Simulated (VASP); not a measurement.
# HfC in VASP: a series of runs

HfC is run at these levels: HF, HSE06, BLYP; tasks: single point.

All numbers are computed with VASP 6.6.1; they aren't measurements. Logs are shortened: lines on timing, memory, paths and dates and some standing lists are left out, and cuts for length are marked.

## (1) The cell of the first run

Symmetry: Imm2, No. 44, orthorhombic system. Conventional cell: a = 3.366 Å, b = 4.756 Å, c = 3.365 Å, α = 90.00°, β = 90.00°, γ = 90.00°. Hf (site symmetry mm2) has 6 C at 2.34 to 2.42 Å within 3.1 Å. C (site symmetry mm2) has 6 Hf at 2.34 to 2.42 Å within 3.1 Å.

## (2) Single point, HF

Contents of POSCAR:

```
HfC
1.0
   -1.6828921551      2.3780800478      1.6823565681
    1.6828921551     -2.3780800478      1.6823565681
    1.6828921551      2.3780800478     -1.6823565681
Hf C
1 1
Direct
    1.0742633598      1.0742633598      0.0000000000
    0.5899033002      0.0899033002      0.5000000000
```

Contents of INCAR.step1:

```
ALGO     = Normal         # electronic algorithm
EDIFF    = 1E-5           # SCF threshold, eV
ENCUT    = 520            # plane-wave cutoff, eV
GGA      = PE             # functional
ISIF     = 2              # what is computed and relaxed
ISMEAR   = -1             # smearing method
LASPH    = True           # aspherical terms in the spheres
LCHARG   = False          # write CHGCAR
LREAL    = False          # projectors in reciprocal space
LWAVE    = True           # write WAVECAR
NBANDS   = 14             # bands
NELM     = 100            # most SCF steps
PREC     = Accurate       # precision mode
SIGMA    = 0.05           # smearing width, eV
```

Contents of INCAR.step2:

```
AEXX     = 1.0            # exact-exchange fraction
AGGAC    = 0.0          
ALDAC    = 0.0          
ALGO     = Normal         # electronic algorithm
EDIFF    = 1E-6           # SCF threshold, eV
ENCUT    = 520            # plane-wave cutoff, eV
GGA      = PE             # functional
ISIF     = 2              # what is computed and relaxed
ISMEAR   = -1             # smearing method
ISTART   = 1            
LASPH    = True           # aspherical terms in the spheres
LCHARG   = False          # write CHGCAR
LHFCALC  = True           # exact exchange
LREAL    = False          # projectors in reciprocal space
LWAVE    = False          # write WAVECAR
NBANDS   = 14             # bands
NELM     = 100            # most SCF steps
PREC     = Accurate       # precision mode
PRECFOCK = Normal       
SIGMA    = 0.05           # smearing width, eV
```

Contents of KPOINTS:

```
k-points
0
Gamma
  6 6 6
```

Potentials or basis: VASP PAW PBE potentials, release 64 (Hf_pv, C).

Run with:

```console
$ cat potpaw_PBE.64/Hf_pv/POTCAR potpaw_PBE.64/C/POTCAR > POTCAR
$ cp INCAR.step1 INCAR
$ mpirun -np 1 vasp_std > vasp.out
$ cp INCAR.step2 INCAR
$ mpirun -np 1 vasp_std > vasp.out
```

OUTCAR:

```text
AEXX = 1.0
   EDIFF = 1E-6
   ENCUT = 520
   GGA = PE
   ISIF = 2
   ISMEAR = -1
   ISTART = 1
   LASPH = True
   LHFCALC = True
   LREAL = False
   NELM = 100
   PREC = Accurate
   PRECFOCK = Normal

 ion  position               nearest neighbor table
   1  0.074  0.074  0.000-   2 2.34   2 2.34   2 2.38   2 2.38   2 2.42   2 2.42
   2  0.590  0.090  0.500-   1 2.34   1 2.34   1 2.38   1 2.38   1 2.42   1 2.42

  LATTYP: Found a body centered orthorhombic cell.
 ALAT       =     3.3647131362
 B/A-ratio  =     1.0003183552
 C/A-ratio  =     1.4135410370

  Lattice vectors:

 A1 = (   1.6828921551,  -2.3780800478,   1.6823565681)
 A2 = (  -1.6828921551,  -2.3780800478,  -1.6823565681)
 A3 = (   1.6828921551,   2.3780800478,  -1.6823565681)

Analysis of symmetry for initial positions (statically):
=====================================================================
 Subroutine PRICEL returns:
 Original cell was already a primitive cell.

 Routine SETGRP: Setting up the symmetry group for a
 body centered orthorhombic supercell.

 Subroutine GETGRP returns: Found  4 space group operations
 (whereof  4 operations were pure point group operations)
 out of a pool of  8 trial point group operations.

The static configuration has the point symmetry C_2v.

Analysis of symmetry for dynamics (positions and initial velocities):
=====================================================================
 Subroutine PRICEL returns:
 Original cell was already a primitive cell.

 Routine SETGRP: Setting up the symmetry group for a
 body centered orthorhombic supercell.

 Subroutine GETGRP returns: Found  4 space group operations
 (whereof  4 operations were pure point group operations)
 out of a pool of  8 trial point group operations.

The dynamic configuration has the point symmetry C_2v.

 Subroutine INISYM returns: Found  4 space group operations
 (whereof  4 operations are pure point group operations),
 and found     1 'primitive' translations

----------------------------------------------------------------------------------------

                                     Primitive cell

  volume of cell :      26.9315

  direct lattice vectors                    reciprocal lattice vectors
    -1.682892155  2.378080048  1.682356568     0.000000000  0.210253646  0.297202156
     1.682892155 -2.378080048  1.682356568     0.297107571  0.000000000  0.297202156
     1.682892155  2.378080048 -1.682356568     0.297107571  0.210253646  0.000000000

  length of vectors
     3.364181080  3.364181080  3.364181080     0.364054553  0.420240444  0.363977340

  position of ions in fractional coordinates (direct lattice)
     0.074263360  0.074263360  0.000000000
     0.589903300  0.089903300  0.500000000

  ion indices of the primitive-cell ions
   primitive index   ion index
                 1           1
                 2           2

----------------------------------------------------------------------------------------

 KPOINTS: k-points

Automatic generation of k-mesh.
 Grid dimensions read from file:
 generate k-points for:    6    6    6

 Generating k-lattice:

  Cartesian coordinates                     Fractional coordinates (reciprocal lattice)
     0.000000000  0.035042274  0.049533693     0.166666667  0.000000000  0.000000000
     0.049517928  0.000000000  0.049533693    -0.000000000  0.166666667  0.000000000
     0.049517928  0.035042274  0.000000000    -0.000000000  0.000000000  0.166666667

  Length of vectors
     0.060675759  0.070040074  0.060662890

  Shift w.r.t. Gamma in fractional coordinates (k-lattice)
     0.000000000  0.000000000  0.000000000

 Subroutine IBZKPT returns following result:
 ===========================================

 Found     46 irreducible k-points:

 Following reciprocal coordinates:
            Coordinates               Weight
  0.000000  0.000000  0.000000      1.000000
  0.166667  0.000000 -0.000000      4.000000
  0.333333  0.000000 -0.000000      4.000000
  0.500000  0.000000  0.000000      2.000000
  0.000000  0.166667 -0.000000      4.000000
  0.166667  0.166667  0.000000      8.000000
[... 16 lines left out ...]
 -0.166667  0.166667  0.166667      2.000000
  0.166667  0.333333  0.166667      4.000000
 [... further k-points ...]
   k-points           NKPTS =     46   k-points in BZ     NKDIM =    216   number of bands    NBANDS=     14
   number of dos      NEDOS =    301   number of ions     NIONS =      2
   total plane-waves  NPLWV =  21952
   dimension x,y,z NGX =    28 NGY =   28 NGZ =   28
   dimension x,y,z NGXF=    56 NGYF=   56 NGZF=   56
   ions per type =               1   1
   NGX,Y,Z   is equivalent  to a cutoff of  13.84, 13.84, 13.84 a.u.
   NGXF,Y,Z  is equivalent  to a cutoff of  27.67, 27.67, 27.67 a.u.
 SYSTEM =  unknown system
   PREC   = accura    normal or accurate (medium, high low for compatibility)
   ISTART =      1    job   : 0-new  1-cont  2-samecut
   ICHARG =      0    charge: 1-file 2-atom 10-const
[... 35 lines left out ...]
   NKREDX  =     1    reduce k-point grid by
   NKREDY  =     1    reduce k-point grid by
   NKREDZ  =     1    reduce k-point grid by
   AEXX    =    1.0000 exact exchange contribution
   HFSCREEN=    0.0000 screening length (either q_TF or 0.3 A-1)
   HFSCREENC=   0.0000 screening length for correlation (either q_TF or 0.3 A-1)
   ENCUTFOCK=  -1.0 apply spherical cutoff to Coloumb kernel
   IVDW    =     0    specifies the selected vdW correction
   LEPSILON=     F    determine dielectric tensor
   LRPA    =     F    only Hartree local field effects (RPA)
 non-spin polarized calculation
  energy-cutoff  :      520.00
  volume of cell :       26.93
 maximum number of plane-waves:       745
 NGX is ok and might be reduce to    28
  NGX = 20; NGY = 20; NGZ = 20

 number of electron      14.0000000 magnetization

 Free energy of the ion-electron system (eV)
  ---------------------------------------------------
  ext. energy  EPLUGINS =         0.00000000
  ---------------------------------------------------
  free energy    TOTEN  =       -35.64197769 eV

  energy without entropy =      -35.64093632  energy(sigma->0) =      -35.64145700

 E-fermi :   6.5959     XC(G=0):   0.0000

 val. band max:        6.5409569037   @ k =   0.0000   0.3333  -0.0000
 cond. band min:       7.3487711190   @ k =   0.0000   0.5000  -0.0000
 fundamental gap:      0.8078142152
 Fermi energy:         6.5958874793

 k-point     1 :       0.0000    0.0000    0.0000
  band No.  band energies     occupation
      1     -34.1005      2.00000
      2     -34.1004      2.00000
      3     -34.0957      2.00000
      4     -14.0214      2.00000
      5       7.5715      0.00000
      6       7.5933      0.00000
      7       7.6071      0.00000
      8      11.5511      0.00000
      9      11.6569      0.00000
     10      11.7069      0.00000
     11      13.0344      0.00000
     12      13.0585      0.00000
     13      17.8285      0.00000
     14      22.3222      0.00000

 k-point     2 :       0.1667    0.0000   -0.0000
  band No.  band energies     occupation
      1     -34.3050      2.00000
      2     -34.1133      2.00000
      3     -34.1098      2.00000
      4     -13.1811      2.00000
      5       2.1664      2.00000
      6       3.1187      2.00000
      7       3.1836      2.00000
      8      12.5985      0.00000
      9      12.6277      0.00000
     10      12.7854      0.00000
     11      16.1301      0.00000
     12      16.1621      0.00000
     13      19.5726      0.00000
     14      24.2536      0.00000

 k-point     3 :       0.3333    0.0000   -0.0000
  band No.  band energies     occupation
      1     -34.6984      2.00000
      2     -34.1389      2.00000
      3     -34.1347      2.00000
      4     -11.0959      2.00000
      5      -2.2818      2.00000
      6       0.5372      2.00000
      7       0.5801      2.00000
      8      14.2146      0.00000
      9      14.9130      0.00000
     10      14.9463      0.00000
     11      20.5739      0.00000
     12      20.6845      0.00000
     13      20.7206      0.00000
     14      25.7167      0.00000
[... 324 lines left out ...]
 k-point    23 :      -0.1667    0.1667    0.1667
  band No.  band energies     occupation
      1     -34.4892      2.00000
      2     -34.2319      2.00000
      3     -34.1119      2.00000
      4     -12.0168      2.00000
      5      -0.6364      2.00000
      6       1.1250      2.00000
      7       2.0266      2.00000
      8      13.0011      0.00000
      9      14.0767      0.00000
     10      14.9891      0.00000
     11      16.0486      0.00000
     12      20.4060      0.00000
     13      21.2249      0.00000
     14      26.2441      0.00000

 k-point    24 :       0.1667    0.3333    0.1667
  band No.  band energies     occupation
      1     -34.6829      2.00000
      2     -34.4660      2.00000
      3     -34.3621      2.00000
      4     -10.9021      2.00000
      5      -0.6089      2.00000
      6       0.3169      2.00000
      7       0.7739      2.00000
      8      11.7246      0.00000
      9      16.4428      0.00000
     10      17.1919      0.00000
     11      18.1670      0.00000
     12      19.3062      0.00000
     13      23.1508      0.00000
     14      25.4607      0.00000

 [... further k-points ...]
[... 5 lines left out ...]
  --------------------------------------------------------------------------------------
  -------------------------------------------------------------------------------------
  Total       -1.3934273     -1.4178129     -1.4139218      0.0000000      0.0000000      0.0000000
  in kB      -82.8960985    -84.3468175    -84.1153372      0.0000000      0.0000000      0.0000000
  external PRESSURE =     -83.7860844 kB  Pullay stress =       0.0000000 kB

 VOLUME and BASIS-vectors are now :
 -----------------------------------------------------------------------------
  energy-cutoff  :      520.00
  volume of cell :       26.93
      direct lattice vectors                 reciprocal lattice vectors
    -1.682892155  2.378080048  1.682356568     0.000000000  0.210253646  0.297202156
     1.682892155 -2.378080048  1.682356568     0.297107571  0.000000000  0.297202156
     1.682892155  2.378080048 -1.682356568     0.297107571  0.210253646  0.000000000

 POSITION                                       TOTAL-FORCE (eV/Angst)
 -----------------------------------------------------------------------------------
      0.00000      0.00000      0.24987        -0.000000      0.000000      0.100962
      0.00000      2.37808      0.30250         0.000000     -0.000000     -0.100962
 -----------------------------------------------------------------------------------
    total drift:                               -0.000000     -0.000000     -0.000087

  FREE ENERGIE OF THE ION-ELECTRON SYSTEM (eV)
  ---------------------------------------------------
  free  energy   TOTEN  =       -35.6419776857 eV

  energy  without entropy=      -35.6409363196  energy(sigma->0) =      -35.64145700
```

Run time: 1.6 h. Hardware: 1 thread of AMD EPYC 7R13 (Zen 3), shared host; peak memory 0.16 GiB.

Results:

- Free energy: -35.6420 eV
- Pressure: -8.4 GPa
- Largest force: 0.101 eV/Å
- Band gap on the k mesh: zero (bands 7 and 8 overlap by 1.07 eV)

Forces on the atoms (eV/Å):
```
Hf   0.000  0.000  0.101
C    0.000  0.000 -0.101
```

Stress tensor (GPa, compression positive):
```
-8.29  0.00  0.00
 0.00 -8.43  0.00
 0.00  0.00 -8.41
```

Caveat: the k points lie up to 0.38 Å⁻¹ apart, too coarse for converged energies and pressures of a metal; the PAW data sets were made with another functional, which shifts forces and pressure a little; spin-orbit coupling is left out, which moves the levels of the heavy elements.

## (3) Single point, HSE06

This run uses another cell than the first one, of 12.50 Å³/atom.

Contents of POSCAR:

```
HfC
1.0
   -1.6409571029      2.3207811158      1.6409831453
    1.6409571029     -2.3207811158      1.6409831453
    1.6409571029      2.3207811158     -1.6409831453
Hf C
1 1
Direct
    1.0820832387      1.0820832387      0.0000000000
    0.5820834213      0.0820834213      0.5000000000
```

Contents of INCAR.step1:

```
SYSTEM = HfC
PREC     = Accurate       ! precision mode
ENCUT    = 520            ! plane-wave cutoff, eV
EDIFF    = 1E-5           ! SCF threshold, eV
ISMEAR   = -1             ! smearing method
SIGMA    = 0.05           ! smearing width, eV
LREAL    = .FALSE.        ! projectors in reciprocal space
LASPH    = .TRUE.         ! aspherical terms in the spheres
NELM     = 80             ! most SCF steps
ALGO     = Normal         ! electronic algorithm
ISIF     = 2              ! what is computed and relaxed
LWAVE    = .TRUE.         ! write WAVECAR
LCHARG   = .FALSE.        ! write CHGCAR
NBANDS   = 14             ! bands
GGA      = PE             ! functional
```

Contents of INCAR.step2:

```
SYSTEM = HfC
PREC     = Accurate       ! precision mode
ENCUT    = 520            ! plane-wave cutoff, eV
EDIFF    = 1E-7           ! SCF threshold, eV
ISMEAR   = -1             ! smearing method
SIGMA    = 0.05           ! smearing width, eV
LREAL    = .FALSE.        ! projectors in reciprocal space
LASPH    = .TRUE.         ! aspherical terms in the spheres
NELM     = 80             ! most SCF steps
ALGO     = Normal         ! electronic algorithm
ISIF     = 2              ! what is computed and relaxed
LWAVE    = .FALSE.        ! write WAVECAR
LCHARG   = .FALSE.        ! write CHGCAR
GGA      = PE             ! functional
LHFCALC  = .TRUE.         ! exact exchange
HFSCREEN = 0.2079         ! screening, 1/A
PRECFOCK = Normal       
NBANDS   = 14             ! bands
ISTART   = 1
```

Contents of KPOINTS:

```
Automatic mesh
0
G
  6 6 6
  0 0 0
```

Potentials or basis: VASP PAW PBE potentials, release 64 (Hf_pv, C).

Run with:

```console
$ cat potpaw_PBE.64/Hf_pv/POTCAR potpaw_PBE.64/C/POTCAR > POTCAR
$ cp INCAR.step1 INCAR
$ mpirun -np 1 vasp_std > vasp.out
$ cp INCAR.step2 INCAR
$ mpirun -np 1 vasp_std > vasp.out
```

Run time: 1.6 h. Hardware: 1 thread of AMD EPYC 7R13 (Zen 3), shared host; peak memory 0.24 GiB.

It converged, with:

```
Free energy            : -23.9925 eV
Pressure               : -2.9 GPa
Band gap on the k mesh : zero (bands 7 and 8 overlap by 1.60 eV)
```

Levels at points of the mesh, in eV from the Fermi level:
```tsv
k point	band 3	band 4	band 5	band 6	band 7	band 8	band 9	band 10	band 11	band 12
(0.00, 0.00, 0.00)	-31.48	-13.75	1.32	1.32	1.32	2.21	2.21	2.21	4.20	4.20
(0.50, 0.00, 0.00)	-31.55	-9.62	-6.78	-3.26	-3.26	6.58	6.58	7.13	7.49	13.08
(0.00, 0.50, 0.00)	-31.75	-11.67	-2.98	-1.44	0.00	0.00	6.30	8.07	8.07	9.73
(0.50, 0.50, 0.00)	-31.55	-9.62	-6.78	-3.26	-3.26	6.58	6.58	7.13	7.49	13.08
(0.50, 0.50, 0.50)	-31.75	-11.67	-2.98	-1.44	0.00	0.00	6.30	8.07	8.07	9.73
```

Caveat: the k points lie up to 0.39 Å⁻¹ apart, too coarse for converged energies and pressures of a metal; the PAW data sets were made with another functional, which shifts forces and pressure a little; spin-orbit coupling is left out, which moves the levels of the heavy elements.

## (4) Single point, BLYP

This run uses another cell than the first one, of 12.98 Å³/atom.

Contents of INCAR:

```
SYSTEM = HfC
  AGGAC = 1.0
  AGGAX = 1.0
  ALDAC = 0.0
  ALDAX = 1.0
  ALGO = Normal
  EDIFF = 1E-6
  ENCUT = 520
  GGA = B5
  ISIF = 2
  ISMEAR = -1
  LASPH = .TRUE.
  LCHARG = .TRUE.
  LELF = .TRUE.
  LREAL = .FALSE.
  LVHAR = .TRUE.
  LWAVE = .FALSE.
  NBANDS = 14
  NELM = 60
  PREC = Accurate
  SIGMA = 0.05
```

Contents of KPOINTS:

```
k-points
0
G
  12 12 12
  0 0 0
```

Contents of POSCAR:

```
HfC
1.0
   -1.6616647099      2.3500446810      1.6617555106
    1.6616647099     -2.3500446810      1.6617555106
    1.6616647099      2.3500446810     -1.6617555106
Hf C
1 1
Direct
    1.0820850443      1.0820850443      0.0000000000
    0.5820816157      0.0820816157      0.5000000000
```

Run with:

```console
$ cat potpaw_PBE.64/Hf_pv/POTCAR potpaw_PBE.64/C/POTCAR > POTCAR
$ mpirun -np 1 vasp_std > vasp.out
```

It took 3.1 min on 1 thread of Intel Xeon 8259CL, shared host; peak memory 0.25 GiB.

The run converged. Its results:

```
Free energy            : -19.1423 eV
Pressure               : 0.0 GPa
Band gap on the k mesh : zero (bands 7 and 8 overlap by 1.31 eV)
```

Levels at points of the mesh, in eV from the Fermi level:
| k point | band 4 | band 5 | band 6 | band 7 | band 8 | band 9 | band 10 | band 11 |
| --- | --- | --- | --- | --- | --- | --- | --- | --- |
| (0.00, 0.00, 0.00) | -12.05 | 0.92 | 0.92 | 0.92 | 1.33 | 1.33 | 1.33 | 3.19 |
| (0.50, 0.00, 0.00) | -8.57 | -5.88 | -2.92 | -2.92 | 4.96 | 4.96 | 5.45 | 6.74 |
| (0.00, 0.50, 0.00) | -10.28 | -2.48 | -1.58 | -0.13 | -0.13 | 4.96 | 6.26 | 6.26 |
| (0.50, 0.50, 0.00) | -8.57 | -5.88 | -2.92 | -2.92 | 4.96 | 4.96 | 5.45 | 6.74 |
| (0.50, 0.50, 0.50) | -10.28 | -2.48 | -1.58 | -0.14 | -0.13 | 4.96 | 6.26 | 6.26 |

Caveat: the PAW data sets were made with another functional, which shifts forces and pressure a little; spin-orbit coupling is left out, which moves the levels of the heavy elements.

## (5) Summary

```tsv
level	cell	k mesh	grid for exact exchange (PRECFOCK)	share of exact exchange	screening parameter	gap on the mesh (eV)	pressure (GPa)
HF	a = 3.364 Å, angles 120.0, 90.0, 120.0°, 2 atoms, atomic positions A	6 × 6 × 6	Normal	1	-	none	-8.4
HSE06	a = 3.282 Å, angles 120.0, 90.0, 120.0°, 2 atoms, atomic positions B	6 × 6 × 6	Normal	0.25	0.2079 1/Å	none	-2.9
BLYP	a = 3.323 Å, angles 120.0, 90.0, 120.0°, 2 atoms, atomic positions B	12 × 12 × 12	-	-	-	none	0.0
```

Alike in all rows: task single point; potentials or basis VASP PAW PBE potentials, release 64 (Hf_pv, C); no spin polarisation; cutoff (eV) 520; smearing fermi-dirac 0.05 eV.

Caveats: some runs use coarse meshes; the PAW data sets were made with another functional, which shifts forces and pressure a little; spin-orbit coupling is left out, which moves the levels of the heavy elements.

Total energies depend on the potentials used, so only differences within one code and one set of settings carry meaning.
